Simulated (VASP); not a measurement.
# Si (I4_1/amd) in VASP: single point with HSE06

Aim: the single point of Si with HSE06.

All numbers are computed with VASP 6.6.1; they aren't measurements. Logs are shortened: lines on timing, memory, paths and dates and some standing lists are left out, and cuts for length are marked.

## 1. The cell of the first run

It takes space group I4_1/amd (No. 141, tetragonal). The conventional cell has a = 3.869 Å, b = 3.869 Å, c = 5.426 Å, α = 90.00°, β = 90.00°, γ = 90.00°. Si (site symmetry -4m2) has 4 Si at 2.36 Å within 3.1 Å.

## 2. Single point, HSE06 (epitaxial xy strain +0.5%)

Input file POSCAR:

```
Si
1.0
    0.0000000000      2.7357294902      2.7127953184
    2.7357294902      0.0000000000      2.7127953184
    2.7357294902      2.7357294902      0.0000000000
Si
2
Direct
    0.0000000000      0.0000000000      0.0000000000
    0.2500000000      0.2500000000      0.2500000000
```

Input file INCAR.step1:

```
SYSTEM = Si
  PREC = Accurate
  ENCUT = 520
  EDIFF = 1E-5
  ISMEAR = 0
  SIGMA = 0.01
  LREAL = .FALSE.
  LASPH = .TRUE.
  NELM = 60
  ALGO = Normal
  ISIF = 2
  LWAVE = .TRUE.
  NBANDS = 11
  GGA = PE
```

Input file INCAR.step2:

```
SYSTEM = Si
  PREC = Accurate
  ENCUT = 520
  EDIFF = 1E-7
  ISMEAR = 0
  SIGMA = 0.01
  LREAL = .FALSE.
  LASPH = .TRUE.
  NELM = 60
  ALGO = Normal
  ISIF = 2
  LWAVE = .FALSE.
  LCHARG = .TRUE.
  GGA = PE
  LHFCALC = .TRUE.
  HFSCREEN = 0.2079
  PRECFOCK = Normal
  LELF = .TRUE.
  LVHAR = .TRUE.
  NBANDS = 11
  ISTART = 1
```

Input file KPOINTS:

```
regular mesh
0
G
  6 6 6
  0 0 0
```

Potentials or basis: VASP PAW PBE potentials, release 64 (Si).

Launch:

```sh
> cat potpaw_PBE.64/Si/POTCAR > POTCAR
> cp INCAR.step1 INCAR
> mpirun -np 1 vasp_std > vasp.out
> cp INCAR.step2 INCAR
> mpirun -np 1 vasp_std > vasp.out
```

OUTCAR:

```text
SYSTEM = Si
   PREC = Accurate
   ENCUT = 520
   EDIFF = 1E-7
   ISMEAR = 0
   LREAL = .FALSE.
   LASPH = .TRUE.
   NELM = 60
   ISIF = 2
   GGA = PE
   LHFCALC = .TRUE.
   HFSCREEN = 0.2079
   PRECFOCK = Normal
   ISTART = 1

 ion  position               nearest neighbor table
   1  0.000  0.000  0.000-   2 2.36   2 2.36   2 2.36   2 2.36
   2  0.250  0.250  0.250-   1 2.36   1 2.36   1 2.36   1 2.36

  LATTYP: Found a body centered tetragonal cell.
 ALAT       =     3.8689057480
 C/A-ratio  =     1.4023579250

  Lattice vectors:

 A1 = (   0.0000000000,  -2.7357294902,  -2.7127953184)
 A2 = (   0.0000000000,   2.7357294902,  -2.7127953184)
 A3 = (   2.7357294902,   0.0000000000,   2.7127953184)

Analysis of symmetry for initial positions (statically):
=====================================================================
 Subroutine PRICEL returns:
 Original cell was already a primitive cell.

 Routine SETGRP: Setting up the symmetry group for a
 body centered tetragonal supercell.

 Subroutine GETGRP returns: Found 16 space group operations
 (whereof  8 operations were pure point group operations)
 out of a pool of 16 trial point group operations.

The static configuration has the point symmetry D_2d.
 The point group associated with its full space group is D_4h.

Analysis of symmetry for dynamics (positions and initial velocities):
=====================================================================
 Subroutine PRICEL returns:
 Original cell was already a primitive cell.

 Routine SETGRP: Setting up the symmetry group for a
 body centered tetragonal supercell.

 Subroutine GETGRP returns: Found 16 space group operations
 (whereof  8 operations were pure point group operations)
 out of a pool of 16 trial point group operations.

The dynamic configuration has the point symmetry D_2d.
 The point group associated with its full space group is D_4h.

 Subroutine INISYM returns: Found 16 space group operations
 (whereof  8 operations are pure point group operations),
 and found     1 'primitive' translations

----------------------------------------------------------------------------------------

                                     Primitive cell

  volume of cell :      40.6063

  direct lattice vectors                    reciprocal lattice vectors
     0.000000000  2.735729490  2.712795318    -0.182766608  0.182766608  0.184311731
     2.735729490  0.000000000  2.712795318     0.182766608 -0.182766608  0.184311731
     2.735729490  2.735729490  0.000000000     0.182766608  0.182766608 -0.184311731

  length of vectors
     3.852722970  3.852722970  3.868905748     0.317455635  0.317455635  0.317455635

  position of ions in fractional coordinates (direct lattice)
     0.000000000  0.000000000  0.000000000
     0.250000000  0.250000000  0.250000000

  ion indices of the primitive-cell ions
   primitive index   ion index
                 1           1
                 2           2

----------------------------------------------------------------------------------------

 KPOINTS: regular mesh

Automatic generation of k-mesh.
 Grid dimensions read from file:
 generate k-points for:    6    6    6

 Generating k-lattice:

  Cartesian coordinates                     Fractional coordinates (reciprocal lattice)
    -0.030461101  0.030461101  0.030718622     0.166666667  0.000000000  0.000000000
     0.030461101 -0.030461101  0.030718622     0.000000000  0.166666667  0.000000000
     0.030461101  0.030461101 -0.030718622     0.000000000  0.000000000  0.166666667

  Length of vectors
     0.052909273  0.052909273  0.052909273

  Shift w.r.t. Gamma in fractional coordinates (k-lattice)
     0.000000000  0.000000000  0.000000000

 Subroutine IBZKPT returns following result:
 ===========================================

 Found     30 irreducible k-points:

 Following reciprocal coordinates:
            Coordinates               Weight
  0.000000  0.000000  0.000000      1.000000
  0.166667  0.000000  0.000000      8.000000
  0.333333  0.000000  0.000000      8.000000
  0.500000  0.000000  0.000000      4.000000
  0.166667  0.166667  0.000000      2.000000
  0.333333  0.166667  0.000000      8.000000
[... 16 lines left out ...]
  0.333333  0.000000  0.333333      4.000000
  0.500000 -0.000000  0.333333     16.000000
 [... further k-points ...]
   k-points           NKPTS =     30   k-points in BZ     NKDIM =    216   number of bands    NBANDS=     11
   number of dos      NEDOS =    301   number of ions     NIONS =      2
   total plane-waves  NPLWV =  27000
   dimension x,y,z NGX =    30 NGY =   30 NGZ =   30
   dimension x,y,z NGXF=    60 NGYF=   60 NGZF=   60
   ions per type =               2
   NGX,Y,Z   is equivalent  to a cutoff of  12.95, 12.95, 12.89 a.u.
   NGXF,Y,Z  is equivalent  to a cutoff of  25.89, 25.89, 25.78 a.u.
 SYSTEM =  Si
   PREC   = accura    normal or accurate (medium, high low for compatibility)
   ISTART =      1    job   : 0-new  1-cont  2-samecut
   ICHARG =      0    charge: 1-file 2-atom 10-const
   ISPIN  =      1    spin polarized calculation?
   LNONCOLLINEAR =      F non collinear calculations
   LSORBIT =      F    spin-orbit coupling
   LASPH  =      T    aspherical Exc in radial PAW
   ENCUT  =  520.0 eV  38.22 Ry    6.18 a.u.   7.16  7.16  7.19*2*pi/ulx,y,z
   NELM   =     60;   NELMIN=  2; NELMDL=  0     # of ELM steps
   EDIFF  = 0.1E-06   stopping-criterion for ELM
   LREAL  =      F    real-space projection
   EDIFFG = 0.1E-05   stopping-criterion for IOM
   NSW    =      0    number of steps for IOM
   IBRION =     -1    ionic relax: 0-MD 1-quasi-New 2-CG
   NFREE  =      0    steps in history (QN), initial steepest desc. (CG)
   ISIF   =      2    stress and relaxation
   ISYM   =      3    0-nonsym 1-usesym 2-fastsym
   POTIM  = 0.5000    time-step for ionic-motion
   TEBEG  =    0.0;   TEEND  =   0.0 temperature during run
   PSTRESS=    0.0 pullay stress
   NELECT =       8.0000    total number of electrons
   NUPDOWN=      -1.0000    fix difference up-down
   EMIN   =  10.00;   EMAX   =-10.00  energy-range for DOS
   EFERMI =   0.00;   METHOD = LEGACY
   ISMEAR =     0;   SIGMA  =   0.01  broadening in eV -4-tet -1-fermi 0-gaus
   EFERMI_NEDOS =   21; number of points for ismear=-14 and -15
   IALGO  =     38    algorithm
   IMIX   =      1    mixing-type and parameters
     AMIX     =   0.40;   BMIX     =  1.00
     AMIX_MAG =   1.60;   BMIX_MAG =  1.00
  volume/ion in A,a.u.               =      20.30       137.01
  Fermi-wavevector in a.u.,A,eV,Ry     =   0.952592  1.800138 12.346362  0.907432
  Thomas-Fermi vector in A             =   2.081169
   LORBIT       =      0    0 simple, 1 ext, 2 COOP (PROOUT), +10 PAW based schemes
   GGA     = PE    functional components
   LHFCALC =     T    Hartree Fock is set to
   PRECFOCK=normal    Normal, Fast or Accurate (Low or Medium for compatibility)
   ENCUT4O =  -1.0   cutoff for four orbital integrals eV
   NKREDX  =     1    reduce k-point grid by
   NKREDY  =     1    reduce k-point grid by
   NKREDZ  =     1    reduce k-point grid by
   AEXX    =    0.2500 exact exchange contribution
   HFSCREEN=    0.2079 screening length (either q_TF or 0.3 A-1)
   HFSCREENC=   0.2079 screening length for correlation (either q_TF or 0.3 A-1)
   ENCUTFOCK=  -1.0 apply spherical cutoff to Coloumb kernel
   IVDW    =     0    specifies the selected vdW correction
   LEPSILON=     F    determine dielectric tensor
   LRPA    =     F    only Hartree local field effects (RPA)
 non-spin polarized calculation
 Gauss-broadening in eV      SIGMA  =   0.01
  energy-cutoff  :      520.00
  volume of cell :       40.61
 maximum number of plane-waves:      1106
 NGX is ok and might be reduce to    30
  NGX = 24; NGY = 24; NGZ = 24

 number of electron       8.0000001 magnetization

 Free energy of the ion-electron system (eV)
  ---------------------------------------------------
  ext. energy  EPLUGINS =         0.00000000
  ---------------------------------------------------
  free energy    TOTEN  =       -12.53066227 eV

  energy without entropy =      -12.53066227  energy(sigma->0) =      -12.53066227

 E-fermi :   5.4950     XC(G=0):  -7.8048

 val. band max:        5.3763938326   @ k =   0.0000   0.0000   0.0000
 cond. band min:       6.6081414460   @ k =   0.5000   0.5000   0.0000
 fundamental gap:      1.2317476134
 Fermi energy:         5.4950210719

 k-point     1 :       0.0000    0.0000    0.0000
  band No.  band energies     occupation
      1      -7.8487      2.00000
      2       5.3145      2.00000
      3       5.3145      2.00000
      4       5.3764      2.00000
      5       8.6335      0.00000
      6       8.6643      0.00000
      7       8.6643      0.00000
      8       9.4848      0.00000
      9      14.0288      0.00000
     10      14.0724      0.00000
     11      14.1886      0.00000

 k-point     2 :       0.1667    0.0000    0.0000
  band No.  band energies     occupation
      1      -7.4530      2.00000
      2       2.7910      2.00000
      3       4.8408      2.00000
      4       4.8957      2.00000
      5       8.3980      0.00000
      6       9.3303      0.00000
      7       9.3367      0.00000
      8      11.6577      0.00000
      9      13.3624      0.00000
     10      13.4625      0.00000
     11      15.2892      0.00000

 k-point     3 :       0.3333    0.0000    0.0000
  band No.  band energies     occupation
      1      -6.3390      2.00000
      2      -0.4895      2.00000
      3       4.2248      2.00000
      4       4.3005      2.00000
      5       7.7637      0.00000
      6       9.6270      0.00000
      7       9.6848      0.00000
      8      14.1451      0.00000
      9      14.3529      0.00000
     10      14.3815      0.00000
     11      15.4009      0.00000
[... 267 lines left out ...]
 k-point    23 :       0.3333    0.0000    0.3333
  band No.  band energies     occupation
      1      -5.7666      2.00000
      2      -0.1841      2.00000
      3       2.7421      2.00000
      4       2.7539      2.00000
      5       6.6912      0.00000
      6       8.0261      0.00000
      7      13.5722      0.00000
      8      13.7345      0.00000
      9      16.2178      0.00000
     10      16.4330      0.00000
     11      19.4375      0.00000

 k-point    24 :       0.5000   -0.0000    0.3333
  band No.  band energies     occupation
      1      -4.4865      2.00000
      2      -1.9069      2.00000
      3       1.4480      2.00000
      4       2.5950      2.00000
      5       7.0503      0.00000
      6       8.7956      0.00000
      7      13.7604      0.00000
      8      13.9444      0.00000
      9      17.0764      0.00000
     10      17.2985      0.00000
     11      18.9122      0.00000

 [... further k-points ...]

------------------------ aborting loop because EDIFF is reached ----------------------------------------

  FORCE on cell =-STRESS in cart. coord.  units (eV):
  Direction    XX          YY          ZZ          XY          YZ          ZX
  --------------------------------------------------------------------------------------
  -------------------------------------------------------------------------------------
  Total       -0.3668684     -0.3668684     -0.1415310      0.0000000      0.0000000     -0.0000000
  in kB      -14.4752995    -14.4752995     -5.5842999      0.0000000      0.0000000     -0.0000000
  external PRESSURE =     -11.5116330 kB  Pullay stress =       0.0000000 kB

 VOLUME and BASIS-vectors are now :
 -----------------------------------------------------------------------------
  energy-cutoff  :      520.00
  volume of cell :       40.61
      direct lattice vectors                 reciprocal lattice vectors
     0.000000000  2.735729490  2.712795318    -0.182766608  0.182766608  0.184311731
     2.735729490  0.000000000  2.712795318     0.182766608 -0.182766608  0.184311731
     2.735729490  2.735729490  0.000000000     0.182766608  0.182766608 -0.184311731

 POSITION                                       TOTAL-FORCE (eV/Angst)
 -----------------------------------------------------------------------------------
      0.00000      0.00000      0.00000         0.000000      0.000000     -0.000000
      1.36786      1.36786      1.35640        -0.000000     -0.000000      0.000000
 -----------------------------------------------------------------------------------
    total drift:                                0.000000      0.000000     -0.000000

  FREE ENERGIE OF THE ION-ELECTRON SYSTEM (eV)
  ---------------------------------------------------
  free  energy   TOTEN  =       -12.5306622735 eV

  energy  without entropy=      -12.5306622735  energy(sigma->0) =      -12.53066227
```

It took 13 min on 1 thread of AMD EPYC 9R45 (Zen 5), shared host; peak memory 0.25 GiB.

What came out:

* Free energy: -12.5307 eV
* Pressure: -1.2 GPa
* Band gap on the k mesh: 1.23 eV (least direct gap 3.26 eV)

Levels at points of the mesh, in eV from the valence-band top:
| k point | band 1 | band 2 | band 3 | band 4 | band 5 | band 6 | band 7 | band 8 | band 9 |
| --- | --- | --- | --- | --- | --- | --- | --- | --- | --- |
| (0.00, 0.00, 0.00) | -13.23 | -0.06 | -0.06 | 0.00 | 3.26 | 3.29 | 3.29 | 4.11 | 8.65 |
| (0.50, 0.00, 0.00) | -10.67 | -7.68 | -1.38 | -1.30 | 2.15 | 4.07 | 4.14 | 8.56 | 11.67 |
| (0.50, 0.50, 0.00) | -8.62 | -8.62 | -3.18 | -3.18 | 1.23 | 1.23 | 11.31 | 11.31 | 12.16 |
| (0.50, 0.00, 0.50) | -8.68 | -8.68 | -3.11 | -3.11 | 1.30 | 1.30 | 11.31 | 11.31 | 12.15 |

Caveat: the cell differs from its parent crystal (epitaxial xy strain +0.5%); the PAW data sets were made with another functional, which shifts forces and pressure a little. A k mesh can miss the band edges.
